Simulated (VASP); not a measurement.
# TaSi2 in VASP: further runs

TaSi2 is run at these levels: PBE; tasks: single point.

Everything below comes from runs of VASP 6.6.1. Logs are shortened: lines on timing, memory, paths and dates and some standing lists are left out, and cuts for length are marked.

**1. The cell of the first run**

The cell holds a disordered packing, 24 atoms: a = 7.240 Å, b = 7.515 Å, c = 7.399 Å, α = 89.60°, β = 91.79°, γ = 91.23°.

**2. Single point, PBE**

The input, INCAR:

```
SYSTEM = TaSi2
  PREC = Accurate
  ENCUT = 400
  EDIFF = 1E-6
  ISMEAR = -1
  SIGMA = 0.1112
  LREAL = Auto
  LASPH = .TRUE.
  NELM = 120
  ALGO = Normal
  ISIF = 2
  LWAVE = .FALSE.
  LCHARG = .FALSE.
  GGA = PE
  ISYM = -1
  NBANDS = 94
  GGA_COMPAT = .FALSE.
```

The input, KPOINTS:

```
explicit points
1
Reciprocal
  0.25000000   0.25000000   0.25000000 1
```

The input, POSCAR:

```
TaSi2
1.0
    7.2389490000     -0.0789630000     -0.1139910000
   -0.0789630000      7.5148510000      0.0255970000
   -0.1139910000      0.0255970000      7.3977730000
Si Ta
16 8
Direct
    0.5255501324      0.6956507691      0.4075140468
    0.5858576850      0.7753033340     -0.0216804349
    0.3653703206      0.9561392100      0.6233167242
    1.0311560714     -0.0136221228      0.5687541639
    0.7499536408      0.3638900807      0.8590792758
    0.8023789533      0.8306709875      0.3077527918
    0.1221733836      0.9655870125      0.1482068368
    0.2374365903      0.2322556936      0.4163290203
    0.2057660630      0.5753068620      0.5126990717
    0.5718859407      0.4257179882      0.1714099293
    0.4971975184      0.0256974483      0.2763492831
    0.1662322526      0.7578057541      0.8395854302
    0.3597844445      0.4618119539      0.8809483865
    0.6658740158      0.1241536917      0.6546437263
    0.1119157291      0.3112523639      0.0622753982
    0.8832607177      0.5009187004      0.3856904985
    0.8375703731      0.1792575645      0.2482783709
    0.7505087119      0.6752083570      0.6647350399
    0.4925901860      0.4098500927      0.5548704881
    1.0390120060      0.3373846428      0.6899318191
    0.4274139938      0.0896698472     -0.0635093738
    0.8723721033      0.6176650734      0.0477448004
    0.8852560187      0.0007112288      0.8829820831
    0.2654258779      0.6068492558      0.1561154473
```

Potentials or basis: VASP PAW PBE potentials, release 64 (Si, Ta_pv).

Started as:

```console
$ cat potpaw_PBE.64/Si/POTCAR potpaw_PBE.64/Ta_pv/POTCAR > POTCAR
$ mpirun -np 1 vasp_std > vasp.out
```

OUTCAR:

```text
SYSTEM = TaSi2
   PREC = Accurate
   ENCUT = 400
   EDIFF = 1E-6
   ISMEAR = -1
   LREAL = Auto
   LASPH = .TRUE.
   NELM = 120
   ISIF = 2
   GGA = PE
   ISYM = -1

 ion  position               nearest neighbor table
   1  0.526  0.696  0.408-   6 2.36  19 2.41  18 2.47   9 2.61  11 2.67  24 2.68  10 2.72   3 2.83
                            16 3.01
   2  0.586  0.775  0.978-  22 2.45  21 2.66  18 2.76  23 2.83   6 2.88  13 2.92  24 2.96  10 2.98
                            11 3.00
   3  0.365  0.956  0.623-   4 2.46  14 2.50  21 2.55  12 2.62   8 2.73  11 2.81   1 2.83
   4  0.031  0.986  0.569-   3 2.46  23 2.59   8 2.62   6 2.76  20 2.79  12 2.80  14 2.95  17 3.09
                            18 3.16
   5  0.750  0.364  0.859-  14 2.42  20 2.48  22 2.50  10 2.73  18 2.74  19 2.90  23 2.92  13 2.94
                            15 3.01  21 3.14  17 3.24
   6  0.802  0.831  0.308-   1 2.36  22 2.58  16 2.61  17 2.66  11 2.68   4 2.76   7 2.80   2 2.88
                            18 2.91
   7  0.122  0.966  0.148-  23 2.58  15 2.67  17 2.76   6 2.80  12 2.81  11 2.88  21 2.88  24 2.91
                             8 2.92  22 3.23
   8  0.237  0.232  0.416-  19 2.46   4 2.62  20 2.65   9 2.70  11 2.70   3 2.73  15 2.81   7 2.92
                            17 3.13
   9  0.206  0.575  0.513-  19 2.45  20 2.52  16 2.54   1 2.61  24 2.69   8 2.70  12 2.81  13 3.04

  10  0.572  0.426  0.171-  13 2.62  24 2.63   1 2.72   5 2.73  17 2.74  22 2.76  16 2.77  19 2.91
                             2 2.98  11 3.14  21 3.21
  11  0.497  0.026  0.276-  21 2.59   1 2.67   6 2.68   8 2.70  17 2.71   3 2.81   7 2.88   2 3.00
                            14 3.11  10 3.14
  12  0.166  0.758  0.840-   3 2.62  13 2.67  24 2.68  23 2.79   4 2.80   7 2.81   9 2.81  22 2.84
                            21 3.17  18 3.29
  13  0.360  0.462  0.881-  24 2.44  15 2.52  10 2.62  19 2.66  12 2.67  20 2.83  21 2.87   2 2.92
                             5 2.94   9 3.04
  14  0.666  0.124  0.655-   5 2.42  23 2.47   3 2.50  19 2.60  21 2.76   4 2.95  11 3.11  20 3.12
                            17 3.31
  15  0.112  0.311  0.062-  13 2.52  24 2.55  17 2.62   7 2.67  20 2.80   8 2.81  22 2.91   5 3.01
                            21 3.03  23 3.11
  16  0.883  0.501  0.386-   9 2.54   6 2.61  17 2.64  22 2.64  18 2.67  10 2.77  20 2.78   1 3.01
                            19 3.19  24 3.37
  17  0.838  0.179  0.248-  15 2.62  16 2.64   6 2.66  11 2.71  10 2.74   7 2.76  23 3.06   4 3.09
                             8 3.13   5 3.24  14 3.31
  18  0.751  0.675  0.665-   1 2.47  16 2.67   5 2.74   2 2.76  19 2.81   6 2.91  22 2.97  23 3.07
                             4 3.16  12 3.29  20 3.32
  19  0.493  0.410  0.555-   1 2.41   9 2.45   8 2.46  14 2.60  13 2.66  18 2.81   5 2.90  10 2.91
                            16 3.19  20 3.49
  20  0.039  0.337  0.690-   5 2.48   9 2.52   8 2.65  16 2.78   4 2.79  15 2.80  13 2.83  23 3.10
                            14 3.12  18 3.32  19 3.49
  21  0.427  0.090  0.936-   3 2.55  11 2.59   2 2.66  14 2.76  13 2.87   7 2.88  15 3.03   5 3.14
                            12 3.17  10 3.21  23 3.43
  22  0.872  0.618  0.048-   2 2.45   5 2.50   6 2.58  16 2.64  10 2.76  12 2.84  15 2.91  24 2.94
                            18 2.97  23 3.12   7 3.23
  23  0.885  0.001  0.883-  14 2.47   7 2.58   4 2.59  12 2.79   2 2.83   5 2.92  17 3.06  18 3.07
                            20 3.10  15 3.11  22 3.12  21 3.43
  24  0.265  0.607  0.156-  13 2.44  15 2.55  10 2.63  12 2.68   1 2.68   9 2.69   7 2.91  22 2.94
                             2 2.96  16 3.37

IMPORTANT INFORMATION: All symmetrisations will be switched off!
NOSYMM: (Re-)initialisation of all symmetry stuff for point group C_1.

----------------------------------------------------------------------------------------

                                     Primitive cell

  volume of cell :     402.2880

  direct lattice vectors                    reciprocal lattice vectors
     7.238949000 -0.078963000 -0.113991000     0.138190813  0.001444817  0.002124359
    -0.078963000  7.514851000  0.025597000     0.001444817  0.133086512 -0.000438229
    -0.113991000  0.025597000  7.397773000     0.002124359 -0.000438229  0.135210066

  length of vectors
     7.240277048  7.515309436  7.398695460     0.138214692  0.133095075  0.135227463

  position of ions in fractional coordinates (direct lattice)
     0.525550132  0.695650769  0.407514047
     0.585857685  0.775303334  0.978319565
     0.365370321  0.956139210  0.623316724
     0.031156071  0.986377877  0.568754164
     0.749953641  0.363890081  0.859079276
     0.802378953  0.830670987  0.307752792
[... 16 lines left out ...]
     0.885256019  0.000711229  0.882982083
     0.265425878  0.606849256  0.156115447

  ion indices of the primitive-cell ions
   primitive index   ion index
                 1           1
                 2           2
                 3           3
                 4           4
                 5           5
                 6           6
[... 16 lines left out ...]
                23          23
                24          24

----------------------------------------------------------------------------------------

 KPOINTS: explicit points

Read explicit list of k-points.

 Found      1 k-points:

 Following reciprocal coordinates:
            Coordinates               Weight
  0.250000  0.250000  0.250000      1.000000
   k-points           NKPTS =      1   k-points in BZ     NKDIM =      1   number of bands    NBANDS=     94
   number of dos      NEDOS =    301   number of ions     NIONS =     24
   total plane-waves  NPLWV = 115200
   dimension x,y,z NGX =    48 NGY =   50 NGZ =   48
   dimension x,y,z NGXF=    96 NGYF=  100 NGZF=   96
   ions per type =              16   8
   NGX,Y,Z   is equivalent  to a cutoff of  11.02, 11.06, 10.79 a.u.
   NGXF,Y,Z  is equivalent  to a cutoff of  22.04, 22.12, 21.57 a.u.
 SYSTEM =  TaSi2
   PREC   = accura    normal or accurate (medium, high low for compatibility)
   ISTART =      0    job   : 0-new  1-cont  2-samecut
   ICHARG =      2    charge: 1-file 2-atom 10-const
   ISPIN  =      1    spin polarized calculation?
   LNONCOLLINEAR =      F non collinear calculations
   LSORBIT =      F    spin-orbit coupling
   LASPH  =      T    aspherical Exc in radial PAW
   ENCUT  =  400.0 eV  29.40 Ry    5.42 a.u.  11.81 12.26 12.07*2*pi/ulx,y,z
   NELM   =    120;   NELMIN=  2; NELMDL= -5     # of ELM steps
   EDIFF  = 0.1E-05   stopping-criterion for ELM
   LREAL  =      T    real-space projection
   EDIFFG = 0.1E-04   stopping-criterion for IOM
   NSW    =      0    number of steps for IOM
   IBRION =     -1    ionic relax: 0-MD 1-quasi-New 2-CG
   NFREE  =      0    steps in history (QN), initial steepest desc. (CG)
   ISIF   =      2    stress and relaxation
   ISYM   =     -1    0-nonsym 1-usesym 2-fastsym
   POTIM  = 0.5000    time-step for ionic-motion
   TEBEG  =    0.0;   TEEND  =   0.0 temperature during run
   PSTRESS=    0.0 pullay stress
   NELECT =     152.0000    total number of electrons
   NUPDOWN=      -1.0000    fix difference up-down
   EMIN   =  10.00;   EMAX   =-10.00  energy-range for DOS
   EFERMI =   0.00;   METHOD = LEGACY
   ISMEAR =    -1;   SIGMA  =   0.11  broadening in eV -4-tet -1-fermi 0-gaus
   EFERMI_NEDOS =   21; number of points for ismear=-14 and -15
   IALGO  =     38    algorithm
   IMIX   =      4    mixing-type and parameters
     AMIX     =   0.40;   BMIX     =  1.00
     AMIX_MAG =   1.60;   BMIX_MAG =  1.00
  volume/ion in A,a.u.               =      16.76       113.12
  Fermi-wavevector in a.u.,A,eV,Ry     =   1.183524  2.236536 19.058070  1.400729
  Thomas-Fermi vector in A             =   2.319756
   LORBIT       =      0    0 simple, 1 ext, 2 COOP (PROOUT), +10 PAW based schemes
   GGA     = PE    functional components
   LHFCALC =     F    Hartree Fock is set to
   AEXX    =    0.0000 exact exchange contribution
   IVDW    =     0    specifies the selected vdW correction
   LEPSILON=     F    determine dielectric tensor
   LRPA    =     F    only Hartree local field effects (RPA)
 non-spin polarized calculation
  energy-cutoff  :      400.00
  volume of cell :      402.29
 maximum number of plane-waves:      7313
 NGX is ok and might be reduce to    48
   NGX = 23   NGY = 25   NGZ = 25

 number of electron     152.0000000 magnetization

 Free energy of the ion-electron system (eV)
  ---------------------------------------------------
  ext. energy  EPLUGINS =         0.00000000
  ---------------------------------------------------
  free energy    TOTEN  =      -177.08940531 eV

  energy without entropy =     -176.66167033  energy(sigma->0) =     -176.87553782

 E-fermi :   7.6426     XC(G=0): -11.3400

 val. band max:        7.5346403383   @ k =   0.2500   0.2500   0.2500
 cond. band min:       7.7011129058   @ k =   0.2500   0.2500   0.2500
 fundamental gap:      0.1664725675
 Fermi energy:         7.6425859840

 k-point     1 :       0.2500    0.2500    0.2500
  band No.  band energies     occupation
      1     -27.2330      2.00000
      2     -27.1497      2.00000
      3     -27.1398      2.00000
      4     -27.1205      2.00000
      5     -27.1064      2.00000
      6     -27.0988      2.00000
[... 80 lines left out ...]
     87       9.0917      0.00000
     88       9.3031      0.00000
 [bands above 88 left out]

------------------------ aborting loop because EDIFF is reached ----------------------------------------

  FORCE on cell =-STRESS in cart. coord.  units (eV):
  Direction    XX          YY          ZZ          XY          YZ          ZX
  --------------------------------------------------------------------------------------
  -------------------------------------------------------------------------------------
  Total       -6.1945760    -10.3102052     -7.8928182     -3.0592871      0.2934783      1.6925316
  in kB      -24.6709050    -41.0620669    -31.4344304    -12.1841078      1.1688251      6.7407819
  external PRESSURE =     -32.3891341 kB  Pullay stress =       0.0000000 kB

 VOLUME and BASIS-vectors are now :
 -----------------------------------------------------------------------------
  energy-cutoff  :      400.00
  volume of cell :      402.29
      direct lattice vectors                 reciprocal lattice vectors
     7.238949000 -0.078963000 -0.113991000     0.138190813  0.001444817  0.002124359
    -0.078963000  7.514851000  0.025597000     0.001444817  0.133086512 -0.000438229
    -0.113991000  0.025597000  7.397773000     0.002124359 -0.000438229  0.135210066

 POSITION                                       TOTAL-FORCE (eV/Angst)
 -----------------------------------------------------------------------------------
      3.70305      5.19664      2.97260        -1.114177      2.915558     -0.893800
      4.06825      5.80507      7.19045        -1.266817      1.272846      0.498566
      2.49834      7.17235      4.59398        -0.451772     -1.080391     -0.997931
      0.08282      7.42458      4.22921        -0.617024     -0.181526     -0.535656
      5.30221      2.69735      6.27910        -1.557519     -0.899073      0.642335
      5.70771      6.18689      2.20648         0.072153      0.366928      0.647432
[... 16 lines left out ...]
      6.30761     -0.04196      6.43121        -0.064808      0.836257      0.971381
      1.85569      4.54342      1.14018         0.404127      1.864121      1.059161
 -----------------------------------------------------------------------------------
    total drift:                               -0.001683      0.000845     -0.001978

  FREE ENERGIE OF THE ION-ELECTRON SYSTEM (eV)
  ---------------------------------------------------
  free  energy   TOTEN  =      -177.0894053081 eV

  energy  without entropy=     -176.6616703295  energy(sigma->0) =     -176.87553782
```

It took 80 s on 1 thread of AMD EPYC 7R13 (Zen 3), shared host; peak memory 0.29 GiB.

What came out:

* Free energy: -177.0894 eV
* Pressure: -3.2 GPa
* Largest force: 3.247 eV/Å

Forces on the atoms (eV/Å):
```
Si  -1.114  2.916 -0.894
Si  -1.267  1.273  0.499
Si  -0.452 -1.080 -0.998
Si  -0.617 -0.182 -0.536
Si  -1.558 -0.899  0.642
Si   0.072  0.367  0.647
Si   1.035 -0.706  0.754
Si  -1.752 -0.967 -1.489
Si  -1.169  1.799  0.266
Si   0.500 -0.475  0.094
Si   0.138 -0.405  0.293
Si  -0.819  0.676 -0.284
Si   0.568 -0.895 -1.554
Si   0.203 -0.293 -1.395
Si  -0.249 -0.459 -0.257
Si   0.181  0.285  0.224
Ta  -0.179  0.553  0.768
Ta   1.026  0.203  0.549
Ta   1.530 -2.113  0.971
Ta   0.055 -1.184 -0.951
Ta   0.379 -0.449  0.210
Ta   3.150 -0.664  0.409
Ta  -0.065  0.836  0.971
Ta   0.404  1.864  1.059
```

Stress tensor (GPa, compression positive):
```
-2.47 -1.22  0.67
-1.22 -4.11  0.12
 0.67  0.12 -3.14
```

Caveat: the atoms stand as in a frame of molecular dynamics; spin-orbit coupling is left out, which moves the levels of the heavy elements.

[end of part 1 of 2]
